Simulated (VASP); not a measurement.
Input of a VASP 6.6.1 run:

Contents of INCAR:

```
  PREC = Accurate
  ENCUT = 520
  EDIFF = 1E-7
  ISMEAR = 0
  SIGMA = 0.02
  LREAL = False
  LASPH = True
  NELM = 80
  ALGO = Normal
  ISIF = 2
  LWAVE = False
  LCHARG = False
  GGA = PE
  NBANDS = 16
```

File KPOINTS:

```
Automatic mesh
0
Gamma
  12 12 12
```

The input POSCAR:

```
GaAs
1.0
    0.0000000000      2.8140494461      2.8140494461
    2.8140494461      0.0000000000      2.8140494461
    2.8140494461      2.8140494461      0.0000000000
Ga As
1 1
Direct
    0.0000000000      0.0000000000      0.0000000000
    0.2500000000      0.2500000000      0.2500000000
```

Potentials or basis: VASP PAW PBE potentials, release 64 (Ga_d, As).

The run is started by

```bash
$ cat potpaw_PBE.64/Ga_d/POTCAR potpaw_PBE.64/As/POTCAR > POTCAR
$ mpirun -np 1 vasp_std > vasp.out
```

What does it give for the pressure?

4.6 GPa.

Estimate the band gap on the k mesh.

0.62 eV, direct.

 A k mesh can miss the band edges.
